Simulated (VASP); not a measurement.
# LiF (Griceite) (Fm-3m) in VASP: further runs

The runs below take LiF (Griceite) through relaxation of cell and atoms, single point, with PBEsol+D3(BJ), PBEsol.

All numbers are computed with VASP 6.6.1; they aren't measurements. Logs are shortened: lines on timing, memory, paths and dates and some standing lists are left out, and cuts for length are marked.

### 1 The cell of the first run

The structure is cubic, space group Fm-3m (No. 225). Conventional cell: a = 4.028 Å, b = 4.028 Å, c = 4.028 Å, α = 90.00°, β = 90.00°, γ = 90.00°. Within 2.7 Å of F (site symmetry m-3m) lie 6 Li at 2.01 Å. Within 2.7 Å of Li (site symmetry m-3m) lie 6 F at 2.01 Å.

### 2 Relaxation of cell and atoms, PBEsol+D3(BJ)

Contents of INCAR:

```
PREC     = Accurate       # precision mode
ENCUT    = 600            # plane-wave cutoff, eV
EDIFF    = 1E-7           # SCF threshold, eV
ISMEAR   = 0              # smearing method
SIGMA    = 0.01           # smearing width, eV
LREAL    = F              # projectors in reciprocal space
LASPH    = T              # aspherical terms in the spheres
NELM     = 60             # most SCF steps
ALGO     = Normal         # electronic algorithm
ISIF     = 3              # what is computed and relaxed
LWAVE    = F              # write WAVECAR
LCHARG   = F              # write CHGCAR
GGA      = PS             # functional
IVDW     = 12             # dispersion correction
IBRION   = 2              # ionic algorithm
NSW      = 60             # ionic steps
EDIFFG   = -0.01          # ionic threshold
```

Contents of KPOINTS:

```
Automatic mesh
0
Gamma
  11 11 11
```

Contents of POSCAR:

```
LiF
1.0
    0.0000000000      2.0140000000      2.0140000000
    2.0140000000      0.0000000000      2.0140000000
    2.0140000000      2.0140000000      0.0000000000
F Li
1 1
Direct
    0.5000000000      0.5000000000      0.5000000000
    0.0000000000      0.0000000000      0.0000000000
```

Potentials or basis: VASP PAW PBE potentials, release 64 (F, Li_sv).

On the command line:

```
$ cat potpaw_PBE.64/F/POTCAR potpaw_PBE.64/Li_sv/POTCAR > POTCAR
$ mpirun -np 1 vasp_std > vasp.out
```

OUTCAR:

```text
PREC = Accurate
   ENCUT = 600
   EDIFF = 1E-7
   ISMEAR = 0
   LREAL = F
   LASPH = T
   NELM = 60
   ISIF = 3
   GGA = PS
   IVDW = 12
   IBRION = 2
   NSW = 60
   EDIFFG = -0.01
 IVDW          = 12

 ion  position               nearest neighbor table
   1  0.500  0.500  0.500-   2 2.01   2 2.01   2 2.01   2 2.01   2 2.01   2 2.01
   2  0.000  0.000  0.000-   1 2.01   1 2.01   1 2.01   1 2.01   1 2.01   1 2.01

  LATTYP: Found a face centered cubic cell.
 ALAT       =     4.0280000000

  Lattice vectors:

 A1 = (   0.0000000000,   2.0140000000,   2.0140000000)
 A2 = (   2.0140000000,   0.0000000000,   2.0140000000)
 A3 = (   2.0140000000,   2.0140000000,   0.0000000000)

Analysis of symmetry for initial positions (statically):
=====================================================================
 Subroutine PRICEL returns:
 Original cell was already a primitive cell.

 Routine SETGRP: Setting up the symmetry group for a
 face centered cubic supercell.

 Subroutine GETGRP returns: Found 48 space group operations
 (whereof 48 operations were pure point group operations)
 out of a pool of 48 trial point group operations.

The static configuration has the point symmetry O_h .

Analysis of symmetry for dynamics (positions and initial velocities):
=====================================================================
 Subroutine PRICEL returns:
 Original cell was already a primitive cell.

 Routine SETGRP: Setting up the symmetry group for a
 face centered cubic supercell.

 Subroutine GETGRP returns: Found 48 space group operations
 (whereof 48 operations were pure point group operations)
 out of a pool of 48 trial point group operations.

The dynamic configuration has the point symmetry O_h .

 Subroutine INISYM returns: Found 48 space group operations
 (whereof 48 operations are pure point group operations),
 and found     1 'primitive' translations

----------------------------------------------------------------------------------------

                                     Primitive cell

  volume of cell :      16.3384

  direct lattice vectors                    reciprocal lattice vectors
     0.000000000  2.014000000  2.014000000    -0.248262165  0.248262165  0.248262165
     2.014000000  0.000000000  2.014000000     0.248262165 -0.248262165  0.248262165
     2.014000000  2.014000000  0.000000000     0.248262165  0.248262165 -0.248262165

  length of vectors
     2.848226115  2.848226115  2.848226115     0.430002683  0.430002683  0.430002683

  position of ions in fractional coordinates (direct lattice)
     0.500000000  0.500000000  0.500000000
[... 71 lines left out ...]
   ICHARG =      2    charge: 1-file 2-atom 10-const
   ISPIN  =      1    spin polarized calculation?
   LNONCOLLINEAR =      F non collinear calculations
   LSORBIT =      F    spin-orbit coupling
   LASPH  =      T    aspherical Exc in radial PAW
   ENCUT  =  600.0 eV  44.10 Ry    6.64 a.u.   5.69  5.69  5.69*2*pi/ulx,y,z
   NELM   =     60;   NELMIN=  2; NELMDL= -5     # of ELM steps
   EDIFF  = 0.1E-06   stopping-criterion for ELM
   LREAL  =      F    real-space projection
   EDIFFG = -.1E-01   stopping-criterion for IOM
   NSW    =     60    number of steps for IOM
   IBRION =      2    ionic relax: 0-MD 1-quasi-New 2-CG
   NFREE  =      1    steps in history (QN), initial steepest desc. (CG)
   ISIF   =      3    stress and relaxation
   ISYM   =      2    0-nonsym 1-usesym 2-fastsym
   POTIM  = 0.5000    time-step for ionic-motion
   TEBEG  =    0.0;   TEEND  =   0.0 temperature during run
   PSTRESS=    0.0 pullay stress
   NELECT =      10.0000    total number of electrons
   NUPDOWN=      -1.0000    fix difference up-down
   EMIN   =  10.00;   EMAX   =-10.00  energy-range for DOS
   EFERMI =   0.00;   METHOD = LEGACY
   ISMEAR =     0;   SIGMA  =   0.01  broadening in eV -4-tet -1-fermi 0-gaus
   EFERMI_NEDOS =   21; number of points for ismear=-14 and -15
   IALGO  =     38    algorithm
   IMIX   =      4    mixing-type and parameters
     AMIX     =   0.40;   BMIX     =  1.00
     AMIX_MAG =   1.60;   BMIX_MAG =  1.00
  volume/ion in A,a.u.               =       8.17        55.13
  Fermi-wavevector in a.u.,A,eV,Ry     =   1.389970  2.626662 26.286674  1.932016
  Thomas-Fermi vector in A             =   2.513950
   LORBIT       =      0    0 simple, 1 ext, 2 COOP (PROOUT), +10 PAW based schemes
   GGA     = PS    functional components
   LHFCALC =     F    Hartree Fock is set to
   AEXX    =    0.0000 exact exchange contribution
   IVDW    =    12    specifies the selected vdW correction
   LEPSILON=     F    determine dielectric tensor
   LRPA    =     F    only Hartree local field effects (RPA)
 conjugate gradient relaxation of ions
 non-spin polarized calculation
 Gauss-broadening in eV      SIGMA  =   0.01
  energy-cutoff  :      600.00
  volume of cell :       16.34
 maximum number of plane-waves:       556
   NGX = 11   NGY = 11   NGZ = 11

--------------------------------------- Ionic step        1  -------------------------------------------

 number of electron      10.0000000 magnetization

 number of electron       9.9999992 magnetization

 Free energy of the ion-electron system (eV)
  ---------------------------------------------------
  ext. energy  EPLUGINS =         0.00000000
  ---------------------------------------------------
  free energy    TOTEN  =        -9.85495614 eV

  energy without entropy =       -9.85495614  energy(sigma->0) =       -9.85495614

------------------------ aborting loop because EDIFF is reached ----------------------------------------

 Edisp (eV)   -0.28883

 E8    (eV) :    -0.1708
[... 71 lines left out ...]
--------------------------------------- Ionic step        3  -------------------------------------------

 number of electron      10.0000003 magnetization

 Free energy of the ion-electron system (eV)
  ---------------------------------------------------
  ext. energy  EPLUGINS =         0.00000000
  ---------------------------------------------------
  free energy    TOTEN  =        -9.85073555 eV

  energy without entropy =       -9.85073555  energy(sigma->0) =       -9.85073555

 E-fermi :  -0.5481     XC(G=0): -10.5209

 val. band max:       -0.7184578636   @ k =   0.0000   0.0000   0.0000
 cond. band min:       8.7737432904   @ k =   0.0000   0.0000   0.0000
 fundamental gap:      9.4922011540
 Fermi energy:        -0.5481394556

 k-point     1 :       0.0000    0.0000    0.0000
  band No.  band energies     occupation
      1     -40.7954      2.00000
      2     -20.7615      2.00000
      3      -0.7185      2.00000
      4      -0.7185      2.00000
      5      -0.7185      2.00000
      6       8.7737      0.00000
      7      23.9194      0.00000
      8      23.9194      0.00000
      9      23.9195      0.00000
[... 265 lines left out ...]
 k-point    24 :      -0.1818    0.1818    0.0000
  band No.  band energies     occupation
      1     -40.7404      2.00000
      2     -20.4358      2.00000
      3      -2.3048      2.00000
      4      -1.5208      2.00000
      5      -0.8029      2.00000
      6      10.6330      0.00000
      7      16.6323      0.00000
      8      19.8257      0.00000
      9      19.9638      0.00000

 [... further k-points ...]

------------------------ aborting loop because EDIFF is reached ----------------------------------------

 Edisp (eV)   -0.30793

 E8    (eV) :    -0.1822
[... 25 lines left out ...]
  FREE ENERGIE OF THE ION-ELECTRON SYSTEM (eV)
  ---------------------------------------------------
  free  energy   TOTEN  =       -10.1586630567 eV

  energy  without entropy=      -10.1586630567  energy(sigma->0) =      -10.15866306

 reached required accuracy - stopping structural energy minimisation
```

OSZICAR:

```text
N       E                     dE             d eps       ncg     rms          rms(c)
DAV:   1     0.378187168218E+02    0.37819E+02   -0.61951E+03  1024   0.127E+03
DAV:   2    -0.905891141577E+01   -0.46878E+02   -0.45740E+02  1110   0.222E+02
DAV:   3    -0.102582958440E+02   -0.11994E+01   -0.11958E+01  1265   0.353E+01
DAV:   4    -0.102793456354E+02   -0.21050E-01   -0.21025E-01  1410   0.450E+00
[... 25 lines left out ...]
DAV:   5    -0.985073531300E+01   -0.39914E-05   -0.36564E-05  1049   0.701E-02    0.528E-03
DAV:   6    -0.985073524926E+01    0.63745E-07   -0.27524E-06  1246   0.167E-02    0.162E-03
DAV:   7    -0.985073541243E+01   -0.16318E-06   -0.51755E-08   822   0.291E-03    0.899E-04
DAV:   8    -0.985073554263E+01   -0.13019E-06   -0.38520E-08   659   0.198E-03    0.603E-05
DAV:   9    -0.985073555168E+01   -0.90488E-08   -0.12951E-08   513   0.123E-03
   3 F= -.10158663E+02 E0= -.10158663E+02  d E =-.148775E-01
```

CONTCAR:

```text
LiF
   1.00000000000000
     0.0000000000000000    1.9722338352335973    1.9722338352335973
     1.9722338352335973    0.0000000000000000    1.9722338352335973
     1.9722338352335973    1.9722338352335973    0.0000000000000000
  F               Li
     1     1
Direct
     0.5000000000000000    0.5000000000000000    0.5000000000000000
     0.0000000000000000    0.0000000000000000    0.0000000000000000

  0.00000000E+00  0.00000000E+00  0.00000000E+00
  0.00000000E+00  0.00000000E+00  0.00000000E+00
```

Run time: 16 s. Hardware: 1 thread of AMD EPYC 9R14 (Zen 4), shared host; peak memory 0.12 GiB.

What came out:

* Free energy: -10.1587 eV
* Relaxed volume: 7.67 Å³/atom
* Relaxed cell: a = 2.789 Å, b = 2.789 Å, c = 2.789 Å, α = 60.00°, β = 60.00°, γ = 60.00°
* Space group after relaxing (to 0.05 Å): Fm-3m (No. 225)
* Energy gained by relaxing: 7.4 meV/atom
* Ionic steps: 3
* Pressure after relaxing: -0.1 GPa
* Band gap on the k mesh: 9.49 eV, direct
* Dispersion energy per atom: -0.154 eV

The path:
```tsv
step	energy change (eV)	largest force (eV/Å)	pressure (GPa)	volume (Å³)
1	0.0000	0.0000	-4.50	16.34
2	-0.0114	0.0000	-2.29	15.80
3	-0.0149	0.0000	-0.06	15.34
```

Final structure:
```xyz
2
Lattice="0.0000 1.9722 1.9722 1.9722 0.0000 1.9722 1.9722 1.9722 0.0000" Properties=species:S:1:pos:R:3 pbc="T T T"
F     1.9722    1.9722    1.9722
Li    0.0000    0.0000    0.0000
```

Caveat: the cutoff is under 1.25 times the usual one of these potentials, so pressure, stress and relaxed cells hold a basis-set (Pulay) error; the PAW data sets were made with another functional, which shifts forces and pressure a little.

### 3 Single point, PBEsol

This run uses another cell than the first one, of 6.28 Å³/atom, 0.769 times its volume.

Contents of INCAR:

```
ALGO     = Normal         # electronic algorithm
EDIFF    = 1E-6           # SCF threshold, eV
ENCUT    = 750            # plane-wave cutoff, eV
GGA      = PS             # functional
GGA_COMPAT= False        
ISIF     = 2              # what is computed and relaxed
ISMEAR   = -1             # smearing method
LASPH    = True           # aspherical terms in the spheres
LCHARG   = False          # write CHGCAR
LREAL    = False          # projectors in reciprocal space
LWAVE    = False          # write WAVECAR
NBANDS   = 12             # bands
NELM     = 120            # most SCF steps
PREC     = Accurate       # precision mode
SIGMA    = 0.05           # smearing width, eV
```

Contents of KPOINTS:

```
k-points
0
Gamma
  11 11 11
```

Contents of POSCAR:

```
LiF
1.0
    0.0000000000      1.8449789390      1.8449789390
    1.8449789390      0.0000000000      1.8449789390
    1.8449789390      1.8449789390      0.0000000000
F Li
1 1
Direct
    0.5000000000      0.5000000000      0.5000000000
    0.0000000000      0.0000000000      0.0000000000
```

Potentials or basis: VASP PAW PBE potentials, release 64 (F, Li_sv).

On the command line:

```
$ cat potpaw_PBE.64/F/POTCAR potpaw_PBE.64/Li_sv/POTCAR > POTCAR
$ mpirun -np 1 vasp_std > vasp.out
```

Wall time 8 s (1 thread of Intel Xeon Platinum 8488C (Sapphire Rapids), shared host); peak memory 0.13 GiB.

Results (log left out):

```
Free energy            : -9.5803 eV
Pressure               : 30.4 GPa
Band gap on the k mesh : 11.66 eV, direct
```

Levels at points of the mesh, in eV from the valence-band top:
| k point | band 1 | band 2 | band 3 | band 4 | band 5 | band 6 | band 7 | band 8 | band 9 | band 10 |
| --- | --- | --- | --- | --- | --- | --- | --- | --- | --- | --- |
| (0.00, 0.00, 0.00) | -39.87 | -20.69 | 0.00 | 0.00 | 0.00 | 11.66 | 26.77 | 26.77 | 26.77 | 27.30 |

Caveat: the PAW data sets were made with another functional, which shifts forces and pressure a little. A k mesh can miss the band edges.

### 4 Single point, PBEsol

This run uses another cell than the first one, of 6.67 Å³/atom, 0.816 times its volume.

Contents of INCAR:

```
SYSTEM = LiF
PREC = Accurate ; ENCUT = 750
EDIFF = 1E-6 ; ISMEAR = -1
SIGMA = 0.05 ; LREAL = .False.
LASPH = .True. ; NELM = 120
ALGO = Normal ; ISIF = 2
LWAVE = .False. ; LCHARG = .False.
GGA = PS ; NBANDS = 12
GGA_COMPAT = .False.
```

Contents of KPOINTS:

```
Automatic mesh
0
Gamma
  11 11 11
  0 0 0
```

Contents of POSCAR:

```
LiF
1.0
    0.0000000000      1.8820858608      1.8820858608
    1.8820858608      0.0000000000      1.8820858608
    1.8820858608      1.8820858608      0.0000000000
F Li
1 1
Direct
    0.5000000000      0.5000000000      0.5000000000
    0.0000000000      0.0000000000      0.0000000000
```

On the command line:

```
$ cat potpaw_PBE.64/F/POTCAR potpaw_PBE.64/Li_sv/POTCAR > POTCAR
$ mpirun -np 1 vasp_std > vasp.out
```

Wall time 10 s (1 thread of Intel Xeon Platinum 8488C (Sapphire Rapids), shared host); peak memory 0.13 GiB.

It converged, with:

```yaml
Free_energy: -9.7048 eV
Pressure: 20.1 GPa
Band_gap_on_the_k_mesh: 10.95 eV, direct
```

Levels at points of the mesh, in eV from the valence-band top:
| k point | band 2 | band 3 | band 4 | band 5 | band 6 | band 7 | band 8 | band 9 |
| --- | --- | --- | --- | --- | --- | --- | --- | --- |
| (0.00, 0.00, 0.00) | -20.49 | 0.00 | 0.00 | 0.00 | 10.95 | 26.15 | 26.15 | 26.15 |

Caveat: the PAW data sets were made with another functional, which shifts forces and pressure a little.

### 5 Single point, PBEsol

This run uses another cell than the first one, of 7.20 Å³/atom, 0.881 times its volume.

Contents of INCAR:

```
SYSTEM = LiF
PREC = Accurate
ENCUT = 750
EDIFF = 1E-6
ISMEAR = -1
SIGMA = 0.05
LREAL = .False.
LASPH = .True.
NELM = 120
ALGO = Normal
ISIF = 2
LWAVE = .False.
LCHARG = .False.
GGA = PS
NBANDS = 12
GGA_COMPAT = .False.
```

Contents of KPOINTS:

```
regular mesh
0
Gamma
  11 11 11
  0 0 0
```

Contents of POSCAR:

```
LiF
1.0
    0.0000000000      1.9307966690      1.9307966690
    1.9307966690      0.0000000000      1.9307966690
    1.9307966690      1.9307966690      0.0000000000
F Li
1 1
Direct
    0.5000000000      0.5000000000      0.5000000000
    0.0000000000      0.0000000000      0.0000000000
```

On the command line:

```
$ cat potpaw_PBE.64/F/POTCAR potpaw_PBE.64/Li_sv/POTCAR > POTCAR
$ mpirun -np 1 vasp_std > vasp.out
```

It took 13 s on 1 thread of Intel Xeon Platinum 8488C (Sapphire Rapids), shared host; peak memory 0.14 GiB.

Results (log left out):

| Item | Value |
| --- | --- |
| Free energy | -9.8068 eV |
| Pressure | 9.9 GPa |
| Band gap on the k mesh | 10.12 eV, direct |

Levels at points of the mesh, in eV from the valence-band top:
| k point | band 2 | band 3 | band 4 | band 5 | band 6 | band 7 | band 8 | band 9 |
| --- | --- | --- | --- | --- | --- | --- | --- | --- |
| (0.00, 0.00, 0.00) | -20.24 | 0.00 | 0.00 | 0.00 | 10.12 | 25.37 | 25.37 | 25.37 |

Caveat: the PAW data sets were made with another functional, which shifts forces and pressure a little.

### 6 Single point, PBEsol

This run uses another cell than the first one, of 8.03 Å³/atom, 0.983 times its volume.

Contents of INCAR:

```
ALGO = Normal
EDIFF = 1E-6
ENCUT = 750
GGA = PS
GGA_COMPAT = False
ISIF = 2
ISMEAR = -1
LASPH = True
LCHARG = True
LELF = True
LREAL = False
LVHAR = True
LWAVE = False
NBANDS = 12
NELM = 120
PREC = Accurate
SIGMA = 0.05
```

Contents of KPOINTS:

```
k-points
0
Gamma
  11 11 11
```

Contents of POSCAR:

```
LiF
1.0
    0.0000000000      2.0023402120      2.0023402120
    2.0023402120      0.0000000000      2.0023402120
    2.0023402120      2.0023402120      0.0000000000
F Li
1 1
Direct
    0.5000000000      0.5000000000      0.5000000000
    0.0000000000      0.0000000000      0.0000000000
```

Potentials or basis: VASP PAW PBE potentials, release 64 (F, Li_sv).

On the command line:

```
$ cat potpaw_PBE.64/F/POTCAR potpaw_PBE.64/Li_sv/POTCAR > POTCAR
$ mpirun -np 1 vasp_std > vasp.out
```

It took 24 s on 1 thread of Intel Xeon Platinum 8488C (Sapphire Rapids), shared host; peak memory 0.15 GiB.

Results (log left out):

| Property | Result |
| --- | --- |
| Free energy | -9.8576 eV |
| Pressure | -0.2 GPa |
| Band gap on the k mesh | 9.06 eV, direct |

Levels at points of the mesh, in eV from the valence-band top:
```
           k point  band 3  band 4  band 5  band 6  band 7  band 8
(0.00, 0.00, 0.00)    0.00    0.00    0.00    9.06   24.06   24.06
```

Caveat: the PAW data sets were made with another functional, which shifts forces and pressure a little.

### 7 The runs side by side

| task | level | cell | cutoff (eV) | smearing | gap on the mesh (eV) | pressure (GPa) |
| --- | --- | --- | --- | --- | --- | --- |
| relaxation of cell and atoms | PBEsol+D3(BJ) | relaxed from a = 2.848 Å, angles 60.0°, 2 atoms | 600 | gaussian 0.01 eV | 9.49 | -0.1 |
| single point | PBEsol | a = 2.609 Å, angles 60.0°, 2 atoms | 750 | fermi-dirac 0.05 eV | 11.66 | 30.4 |
| single point | PBEsol | a = 2.662 Å, angles 60.0°, 2 atoms | 750 | fermi-dirac 0.05 eV | 10.95 | 20.1 |
| single point | PBEsol | a = 2.731 Å, angles 60.0°, 2 atoms | 750 | fermi-dirac 0.05 eV | 10.12 | 9.9 |
| single point | PBEsol | a = 2.832 Å, angles 60.0°, 2 atoms | 750 | fermi-dirac 0.05 eV | 9.06 | -0.2 |

Alike in all rows: potentials or basis VASP PAW PBE potentials, release 64 (F, Li_sv); no spin polarisation; k mesh 11 × 11 × 11.

Caveats: the PAW data sets were made with another functional, which shifts forces and pressure a little; the cutoff is under 1.25 times the usual one of these potentials, so pressure, stress and relaxed cells hold a basis-set (Pulay) error (some runs).

Absolute energies hang on the potentials; compare differences alone.
